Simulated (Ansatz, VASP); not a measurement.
**Two plane-wave programs on BaTiO3**

```
CELL_PARAMETERS angstrom
4.00600 0.00000 0.00000
0.00000 4.00600 0.00000
0.00000 0.00000 4.00600
ATOMIC_POSITIONS crystal
Ba 0.50000 0.50000 0.50000
Ti 0.00000 0.00000 0.00000
O 0.00000 0.00000 0.50000
O 0.00000 0.50000 0.00000
O 0.50000 0.00000 0.00000
```

Alike in both runs: functional r2SCAN; k mesh 6 × 6 × 6; no spin polarisation.

```csv
,VASP,Ansatz
version,VASP 6.6.1,Ansatz 0.2.0
potentials or method,"VASP PAW PBE potentials, release 64 (Ba_sv, Ti_sv, O_h)",Ansatz PAW
plane-wave cutoff (eV),910,500
occupations,"gaussian, width 0.01 eV",fixed
valence electrons in the cell,40,40
task,single point,band structure
```

|  | VASP | Ansatz | Ansatz less VASP |
| --- | --- | --- | --- |
| gap on the k mesh at the Fermi level (eV) | 2.14 | 2.15 | +0.013 |
| least direct gap on the mesh (eV) | 2.29 | 2.27 | -0.024 |

VASP's potentials were made for PBE, not for r2SCAN.

Spin-orbit coupling is off throughout. Noted on VASP's run: the cutoff is short for stress, so the pressure is rough.
